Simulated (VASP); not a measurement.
# Au (Im-3m) in VASP: further runs

Aim: see how the results for Au move with the level of theory and the settings. Levels: PBEsol+D3(BJ), PBEsol+D4, RPBE+D3(BJ), RPBE+D4, revPBE+D3(BJ). Tasks: relaxation of cell and atoms.

Program: VASP 6.6.1. These are calculated values, not measurements. Logs are shortened: lines on timing, memory, paths and dates and some standing lists are left out, and cuts for length are marked.

## (1) The cell of the first run

Symmetry: Im-3m, No. 229, cubic system. The conventional cell has a = 3.315 Å, b = 3.315 Å, c = 3.315 Å, α = 90.00°, β = 90.00°, γ = 90.00°. Au (site symmetry m-3m) has 14 Au at 2.87 to 3.31 Å within 3.8 Å.

## (2) Relaxation of cell and atoms, PBEsol+D3(BJ)

File INCAR:

```
ALGO     = Fast           # electronic algorithm
EDIFF    = 1E-6           # SCF threshold, eV
EDIFFG   = -0.01          # ionic threshold
ENCUT    = 600            # plane-wave cutoff, eV
GGA      = PS             # functional
IBRION   = 2              # ionic algorithm
ISIF     = 3              # what is computed and relaxed
ISMEAR   = -1             # smearing method
IVDW     = 12             # dispersion correction
LASPH    = T              # aspherical terms in the spheres
LCHARG   = F              # write CHGCAR
LREAL    = F              # projectors in reciprocal space
LWAVE    = F              # write WAVECAR
NELM     = 60             # most SCF steps
NSW      = 60             # ionic steps
PREC     = Accurate       # precision mode
SIGMA    = 0.05           # smearing width, eV
```

File KPOINTS:

```
k-points
0
Gamma
  11 11 11
```

File POSCAR:

```
Au
1.0
   -1.6572690000      1.6572690000      1.6572690000
    1.6572690000     -1.6572690000      1.6572690000
    1.6572690000      1.6572690000     -1.6572690000
Au
1
Direct
    0.0000000000      0.0000000000      0.0000000000
```

Potentials or basis: VASP PAW PBE potentials, release 64 (Au).

Launch:

```bash
> cat potpaw_PBE.64/Au/POTCAR > POTCAR
> mpirun -np 1 vasp_std > vasp.out
```

OUTCAR:

```text
EDIFF = 1E-6
   EDIFFG = -0.01
   ENCUT = 600
   GGA = PS
   IBRION = 2
   ISIF = 3
   ISMEAR = -1
   IVDW = 12
   LASPH = T
   LREAL = F
   NELM = 60
   NSW = 60
   PREC = Accurate
 IVDW          = 12

 ion  position               nearest neighbor table
   1  0.000  0.000  0.000-

  LATTYP: Found a body centered cubic cell.
 ALAT       =     3.3145380000

  Lattice vectors:

 A1 = (  -1.6572690000,   1.6572690000,   1.6572690000)
 A2 = (   1.6572690000,  -1.6572690000,   1.6572690000)
 A3 = (   1.6572690000,   1.6572690000,  -1.6572690000)

Analysis of symmetry for initial positions (statically):
=====================================================================
 Subroutine PRICEL returns:
 Original cell was already a primitive cell.

 Routine SETGRP: Setting up the symmetry group for a
 body centered cubic supercell.

 Subroutine GETGRP returns: Found 48 space group operations
 (whereof 48 operations were pure point group operations)
 out of a pool of 48 trial point group operations.

The static configuration has the point symmetry O_h .

Analysis of symmetry for dynamics (positions and initial velocities):
=====================================================================
 Subroutine PRICEL returns:
 Original cell was already a primitive cell.

 Routine SETGRP: Setting up the symmetry group for a
 body centered cubic supercell.

 Subroutine GETGRP returns: Found 48 space group operations
 (whereof 48 operations were pure point group operations)
 out of a pool of 48 trial point group operations.

The dynamic configuration has the point symmetry O_h .

 Subroutine INISYM returns: Found 48 space group operations
 (whereof 48 operations are pure point group operations),
 and found     1 'primitive' translations

----------------------------------------------------------------------------------------

                                     Primitive cell

  volume of cell :      18.2070

  direct lattice vectors                    reciprocal lattice vectors
    -1.657269000  1.657269000  1.657269000     0.000000000  0.301701172  0.301701172
     1.657269000 -1.657269000  1.657269000     0.301701172  0.000000000  0.301701172
     1.657269000  1.657269000 -1.657269000     0.301701172  0.301701172  0.000000000

  length of vectors
     2.870474110  2.870474110  2.870474110     0.426669890  0.426669890  0.426669890

  position of ions in fractional coordinates (direct lattice)
     0.000000000  0.000000000  0.000000000

  ion indices of the primitive-cell ions
   primitive index   ion index
                 1           1

----------------------------------------------------------------------------------------

 KPOINTS: k-points

Automatic generation of k-mesh.
 Grid dimensions read from file:
 generate k-points for:   11   11   11

 Generating k-lattice:

  Cartesian coordinates                     Fractional coordinates (reciprocal lattice)
     0.000000000  0.027427379  0.027427379     0.090909091  0.000000000  0.000000000
     0.027427379  0.000000000  0.027427379     0.000000000  0.090909091  0.000000000
     0.027427379  0.027427379  0.000000000     0.000000000  0.000000000  0.090909091

  Length of vectors
     0.038788172  0.038788172  0.038788172

  Shift w.r.t. Gamma in fractional coordinates (k-lattice)
     0.000000000  0.000000000  0.000000000

 Subroutine IBZKPT returns following result:
 ===========================================

 Found     56 irreducible k-points:

 Following reciprocal coordinates:
            Coordinates               Weight
  0.000000  0.000000  0.000000      1.000000
  0.090909  0.000000  0.000000     12.000000
  0.181818  0.000000  0.000000     12.000000
  0.272727  0.000000  0.000000     12.000000
  0.363636  0.000000  0.000000     12.000000
  0.454545  0.000000  0.000000     12.000000
[... 16 lines left out ...]
  0.272727  0.181818  0.090909     48.000000
  0.363636  0.181818  0.090909     24.000000
 [... further k-points ...]
   k-points           NKPTS =     56   k-points in BZ     NKDIM =     56   number of bands    NBANDS=      9
   number of dos      NEDOS =    301   number of ions     NIONS =      1
   total plane-waves  NPLWV =  13824
   dimension x,y,z NGX =    24 NGY =   24 NGZ =   24
   dimension x,y,z NGXF=    48 NGYF=   48 NGZF=   48
   ions per type =               1
   NGX,Y,Z   is equivalent  to a cutoff of  13.90, 13.90, 13.90 a.u.
   NGXF,Y,Z  is equivalent  to a cutoff of  27.80, 27.80, 27.80 a.u.
 SYSTEM =  unknown system
   PREC   = accura    normal or accurate (medium, high low for compatibility)
   ISTART =      0    job   : 0-new  1-cont  2-samecut
   ICHARG =      2    charge: 1-file 2-atom 10-const
   ISPIN  =      1    spin polarized calculation?
   LNONCOLLINEAR =      F non collinear calculations
   LSORBIT =      F    spin-orbit coupling
   LASPH  =      T    aspherical Exc in radial PAW
   ENCUT  =  600.0 eV  44.10 Ry    6.64 a.u.   5.73  5.73  5.73*2*pi/ulx,y,z
   NELM   =     60;   NELMIN=  2; NELMDL= -5     # of ELM steps
   EDIFF  = 0.1E-05   stopping-criterion for ELM
   LREAL  =      F    real-space projection
   EDIFFG = -.1E-01   stopping-criterion for IOM
   NSW    =     60    number of steps for IOM
   IBRION =      2    ionic relax: 0-MD 1-quasi-New 2-CG
   NFREE  =      1    steps in history (QN), initial steepest desc. (CG)
   ISIF   =      3    stress and relaxation
   ISYM   =      2    0-nonsym 1-usesym 2-fastsym
   POTIM  = 0.5000    time-step for ionic-motion
   TEBEG  =    0.0;   TEEND  =   0.0 temperature during run
   PSTRESS=    0.0 pullay stress
   NELECT =      11.0000    total number of electrons
   NUPDOWN=      -1.0000    fix difference up-down
   EMIN   =  10.00;   EMAX   =-10.00  energy-range for DOS
   EFERMI =   0.00;   METHOD = LEGACY
   ISMEAR =    -1;   SIGMA  =   0.05  broadening in eV -4-tet -1-fermi 0-gaus
   EFERMI_NEDOS =   21; number of points for ismear=-14 and -15
   IALGO  =     68    algorithm
   IMIX   =      4    mixing-type and parameters
     AMIX     =   0.40;   BMIX     =  1.00
     AMIX_MAG =   1.60;   BMIX_MAG =  1.00
  volume/ion in A,a.u.               =      18.21       122.87
  Fermi-wavevector in a.u.,A,eV,Ry     =   1.383968  2.615320 26.060157  1.915367
  Thomas-Fermi vector in A             =   2.508516
   LORBIT       =      0    0 simple, 1 ext, 2 COOP (PROOUT), +10 PAW based schemes
   GGA     = PS    functional components
   LHFCALC =     F    Hartree Fock is set to
   AEXX    =    0.0000 exact exchange contribution
   IVDW    =    12    specifies the selected vdW correction
   LEPSILON=     F    determine dielectric tensor
   LRPA    =     F    only Hartree local field effects (RPA)
 conjugate gradient relaxation of ions
 non-spin polarized calculation
 RMM-DIIS sequential band-by-band and
  energy-cutoff  :      600.00
  volume of cell :       18.21
 maximum number of plane-waves:       621
   NGX = 11   NGY = 11   NGZ = 11

--------------------------------------- Ionic step        1  -------------------------------------------

 number of electron      10.9999998 magnetization

 Free energy of the ion-electron system (eV)
  ---------------------------------------------------
  ext. energy  EPLUGINS =         0.00000000
  ---------------------------------------------------
  free energy    TOTEN  =        -3.86168105 eV

  energy without entropy =       -3.85576481  energy(sigma->0) =       -3.85872293

------------------------ aborting loop because EDIFF is reached ----------------------------------------

 Edisp (eV)   -0.59055

 E8    (eV) :    -0.3991
[... 30 lines left out ...]
--------------------------------------- Ionic step        2  -------------------------------------------

 number of electron      10.9999999 magnetization

 E-fermi :  12.4462     XC(G=0): -13.9686

 val. band max:       12.3921452781   @ k =  -0.3636   0.3636   0.2727
 cond. band min:      12.5191175695   @ k =  -0.3636   0.4545   0.0909
 fundamental gap:      0.1269722914
 Fermi energy:        12.4462038873

 k-point     1 :       0.0000    0.0000    0.0000
  band No.  band energies     occupation
      1       0.6094      2.00000
      2       6.5946      2.00000
      3       6.5946      2.00000
      4       6.5946      2.00000
      5       9.1801      2.00000
      6       9.1801      2.00000
      7      28.9386      0.00000
      8      28.9386      0.00000
      9      28.9386      0.00000
[... 265 lines left out ...]
 k-point    24 :       0.3636    0.1818    0.0909
  band No.  band energies     occupation
      1       4.6257      2.00000
      2       5.3244      2.00000
      3       7.4543      2.00000
      4       9.3017      2.00000
      5       9.5845      2.00000
      6      16.2941      0.00000
      7      16.6216      0.00000
      8      22.5671      0.00000
      9      25.1177      0.00000

 [... further k-points ...]

------------------------ aborting loop because EDIFF is reached ----------------------------------------

 Edisp (eV)   -0.75803

 E8    (eV) :    -0.5125
[... 186 lines left out ...]
--------------------------------------- Ionic step        7  -------------------------------------------

 number of electron      11.0000000 magnetization

 Free energy of the ion-electron system (eV)
  ---------------------------------------------------
  ext. energy  EPLUGINS =         0.00000000
  ---------------------------------------------------
  free energy    TOTEN  =        -3.88478833 eV

  energy without entropy =       -3.88007376  energy(sigma->0) =       -3.88243104

 E-fermi :   9.6734     XC(G=0): -13.0807

 val. band max:        9.6644052721   @ k =  -0.3636   0.3636   0.2727
 cond. band min:       9.7124401441   @ k =  -0.3636   0.4545   0.0909
 fundamental gap:      0.0480348720
 Fermi energy:         9.6733777802

 k-point     1 :       0.0000    0.0000    0.0000
  band No.  band energies     occupation
      1      -0.4277      2.00000
      2       4.7942      2.00000
      3       4.7942      2.00000
      4       4.7942      2.00000
      5       6.8496      2.00000
      6       6.8496      2.00000
      7      26.3320      0.00000
      8      26.3320      0.00000
      9      26.3320      0.00000
[... 265 lines left out ...]
 k-point    24 :       0.3636    0.1818    0.0909
  band No.  band energies     occupation
      1       3.2317      2.00000
      2       3.8109      2.00000
      3       5.5608      2.00000
      4       6.9202      2.00000
      5       7.1344      2.00000
      6      13.1401      0.00000
      7      13.1950      0.00000
      8      18.9934      0.00000
      9      21.6061      0.00000

 [... further k-points ...]

------------------------ aborting loop because EDIFF is reached ----------------------------------------

 Edisp (eV)   -0.65351

 E8    (eV) :    -0.4418
[... 24 lines left out ...]
  FREE ENERGIE OF THE ION-ELECTRON SYSTEM (eV)
  ---------------------------------------------------
  free  energy   TOTEN  =        -4.5382942779 eV

  energy  without entropy=       -4.5335796996  energy(sigma->0) =       -4.53593699

 reached required accuracy - stopping structural energy minimisation
```

It took 24 s on 1 thread of Intel Xeon 6975P-C, shared host; peak memory 0.16 GiB.

Results:

| Property | Result |
| --- | --- |
| Free energy | -4.5383 eV |
| Relaxed volume | 16.49 Å³/atom |
| Relaxed cell | a = 2.777 Å, b = 2.777 Å, c = 2.777 Å, α = 109.47°, β = 109.47°, γ = 109.47° |
| Space group after relaxing (to 0.05 Å) | Im-3m (No. 229) |
| Energy gained by relaxing | 86.1 meV/atom |
| Ionic steps | 7 |
| Pressure after relaxing | 0.0 GPa |
| Dispersion energy per atom | -0.654 eV |

Step by step:
```
step  energy change (eV)  largest force (eV/Å)  pressure (GPa)  volume (Å³)
   1              0.0000                0.0000          -14.32        18.21
   2              0.1725                0.0000           43.33        14.25
   3             -0.0859                0.0000           -0.84        16.56
   4             -0.0861                0.0000           -0.13        16.51
   5             -0.0860                0.0000            0.26        16.47
   6             -0.0860                0.0000           -0.43        16.53
   7             -0.0861                0.0000            0.01        16.49
```

Final structure:
```
Au
1.0
    -1.60355    1.60355    1.60355
     1.60355   -1.60355    1.60355
     1.60355    1.60355   -1.60355
Au
1
Direct
  0.00000 0.00000 0.00000
```

Caveat: the PAW data sets were made with another functional, which shifts forces and pressure a little; spin-orbit coupling is left out, which moves the levels of the heavy elements; pairwise dispersion overbinds metals, which lowers pressure and volume.

## (3) Relaxation of cell and atoms, PBEsol+D4

File INCAR:

```
ALGO = Normal
EDIFF = 1E-7
EDIFFG = -0.01
ENCUT = 600
GGA = PS
IBRION = 2
ISIF = 3
ISMEAR = -1
IVDW = 13
LASPH = T
LCHARG = F
LREAL = F
LWAVE = F
NELM = 100
NSW = 60
PREC = Accurate
SIGMA = 0.05
```

KPOINTS is that of step 2.

POSCAR is that of step 2.

Potentials or basis: VASP PAW PBE potentials, release 64 (Au).

Launch:

```bash
> cat potpaw_PBE.64/Au/POTCAR > POTCAR
> mpirun -np 1 vasp_std > vasp.out
```

Wall time 25 s (1 thread of Intel Xeon 6975P-C, shared host); peak memory 0.16 GiB.

Results (log left out):

- Free energy: -4.2956 eV
- Relaxed volume: 16.73 Å³/atom
- Relaxed cell: a = 2.791 Å, b = 2.791 Å, c = 2.791 Å, α = 109.47°, β = 109.47°, γ = 109.47°
- Space group after relaxing (to 0.05 Å): Im-3m (No. 229)
- Energy gained by relaxing: 61.0 meV/atom
- Ionic steps: 7
- Pressure after relaxing: 0.0 GPa
- Dispersion energy per atom: -0.403 eV

Step by step:
| step | energy change (eV) | largest force (eV/Å) | pressure (GPa) | volume (Å³) |
| --- | --- | --- | --- | --- |
| 1 | 0.0000 | 0.0000 | -12.07 | 18.21 |
| 2 | 0.1045 | 0.0000 | 31.79 | 14.83 |
| 3 | -0.0609 | 0.0000 | -0.50 | 16.78 |
| 4 | -0.0610 | 0.0000 | -0.12 | 16.75 |
| 5 | -0.0610 | 0.0000 | 0.19 | 16.72 |
| 6 | -0.0610 | 0.0000 | -0.27 | 16.76 |
| 7 | -0.0610 | 0.0000 | 0.03 | 16.73 |

Final structure:
```xyz
1
Lattice="-1.6113 1.6113 1.6113 1.6113 -1.6113 1.6113 1.6113 1.6113 -1.6113" Properties=species:S:1:pos:R:3 pbc="T T T"
Au    0.0000    0.0000    0.0000
```

Levels at points of the mesh, in eV from the Fermi level:
```
           k point  band 2  band 3  band 4  band 5  band 6  band 7  band 8  band 9
(0.00, 0.00, 0.00)   -4.80   -4.80   -4.80   -2.79   -2.79   16.66   16.66   16.66
```

Caveat: the PAW data sets were made with another functional, which shifts forces and pressure a little; spin-orbit coupling is left out, which moves the levels of the heavy elements; pairwise dispersion overbinds metals, which lowers pressure and volume.

## (4) Relaxation of cell and atoms, RPBE+D3(BJ)

File INCAR:

```
ALGO = Normal
EDIFF = 1E-6
EDIFFG = -0.01
ENCUT = 600
GGA = RP
IBRION = 2
ISIF = 3
ISMEAR = -1
IVDW = 12
LASPH = True
LCHARG = False
LREAL = False
LWAVE = False
NELM = 60
NSW = 60
PREC = Accurate
SIGMA = 0.05
```

KPOINTS is that of step 3.

POSCAR is that of step 3.

Launch:

```bash
> cat potpaw_PBE.64/Au/POTCAR > POTCAR
> mpirun -np 1 vasp_std > vasp.out
```

Run time: 32 s. Hardware: 1 thread of Intel Xeon 6975P-C, shared host; peak memory 0.17 GiB.

It converged, with:

| Property | Result |
| --- | --- |
| Free energy | -6.2799 eV |
| Relaxed volume | 14.95 Å³/atom |
| Relaxed cell | a = 2.688 Å, b = 2.688 Å, c = 2.688 Å, α = 109.47°, β = 109.47°, γ = 109.47° |
| Space group after relaxing (to 0.05 Å) | Im-3m (No. 229) |
| Energy gained by relaxing | 429.6 meV/atom |
| Ionic steps | 9 |
| Pressure after relaxing | 0.0 GPa |
| Dispersion energy per atom | -4.100 eV |

The path:
```
step  energy change (eV)  largest force (eV/Å)  pressure (GPa)  volume (Å³)
   1              0.0000                0.0000          -33.90        18.21
   2              3.4299                0.0000          366.34         9.83
   3             -0.2701                0.0000          -24.87        16.76
   4             -0.3780                0.0000          -15.84        15.92
   5             -0.4277                0.0000            3.63        14.78
   6             -0.4296                0.0000           -0.40        14.97
   7             -0.4295                0.0000            0.75        14.91
   8             -0.4290                0.0000           -1.81        15.05
   9             -0.4296                0.0000            0.01        14.95
```

Final structure:
```
Au
1.0
    -1.55189    1.55189    1.55189
     1.55189   -1.55189    1.55189
     1.55189    1.55189   -1.55189
Au
1
Direct
  0.00000 0.00000 0.00000
```

Levels at points of the mesh, in eV from the Fermi level:
```
           k point  band 2  band 3  band 4  band 5  band 6  band 7  band 8  band 9
(0.00, 0.00, 0.00)   -5.55   -5.55   -5.55   -3.18   -3.18   16.55   16.55   16.55
```

Caveat: the volume moved by over 15 % at a fixed basis, so the end points are rough; the PAW data sets were made with another functional, which shifts forces and pressure a little; spin-orbit coupling is left out, which moves the levels of the heavy elements; pairwise dispersion overbinds metals, which lowers pressure and volume.

## (5) Relaxation of cell and atoms, RPBE+D4

File INCAR:

```
ALGO     = Fast           # electronic algorithm
EDIFF    = 1E-7           # SCF threshold, eV
EDIFFG   = -0.01          # ionic threshold
ENCUT    = 600            # plane-wave cutoff, eV
GGA      = RP             # functional
IBRION   = 2              # ionic algorithm
ISIF     = 3              # what is computed and relaxed
ISMEAR   = -1             # smearing method
IVDW     = 13             # dispersion correction
LASPH    = True           # aspherical terms in the spheres
LCHARG   = False          # write CHGCAR
LREAL    = False          # projectors in reciprocal space
LWAVE    = False          # write WAVECAR
NELM     = 80             # most SCF steps
NSW      = 60             # ionic steps
PREC     = Accurate       # precision mode
SIGMA    = 0.05           # smearing width, eV
```

KPOINTS is that of step 4.

POSCAR is that of step 4.

Launch:

```bash
> cat potpaw_PBE.64/Au/POTCAR > POTCAR
> mpirun -np 1 vasp_std > vasp.out
```

Wall time 22 s (1 thread of Intel Xeon 6975P-C, shared host); peak memory 0.15 GiB.

Results (log left out):

```yaml
Free_energy: -3.8634 eV
Relaxed_volume: 17.27 Å³/atom
Relaxed_cell: a = 2.820 Å, b = 2.820 Å, c = 2.820 Å, α = 109.47°, β = 109.47°, γ = 109.47°
Space_group_after_relaxing_to_0.05_Å: Im-3m (No. 229)
Energy_gained_by_relaxing: 21.4 meV/atom
Ionic_steps: 4
Pressure_after_relaxing: 0.1 GPa
Dispersion_energy_per_atom: -1.290 eV
```

Step by step:
```csv
step,energy change (eV),largest force (eV/Å),pressure (GPa),volume (Å³)
1,0.0000,0.0000,-6.90,18.21
2,0.0149,0.0000,11.84,16.22
3,-0.0214,0.0000,-0.09,17.29
4,-0.0214,0.0000,0.08,17.27
```

Final structure:
```
Au
1.0
    -1.62831    1.62831    1.62831
     1.62831   -1.62831    1.62831
     1.62831    1.62831   -1.62831
Au
1
Direct
  0.00000 0.00000 0.00000
```

Levels at points of the mesh, in eV from the Fermi level:
```
           k point  band 1  band 2  band 3  band 4  band 5  band 6  band 7  band 8  band 9
(0.00, 0.00, 0.00)   -9.56   -4.68   -4.68   -4.68   -2.80   -2.80   16.62   16.62   16.62
```

Caveat: the PAW data sets were made with another functional, which shifts forces and pressure a little; spin-orbit coupling is left out, which moves the levels of the heavy elements; pairwise dispersion overbinds metals, which lowers pressure and volume.

(Continued in part 2 of 2.)
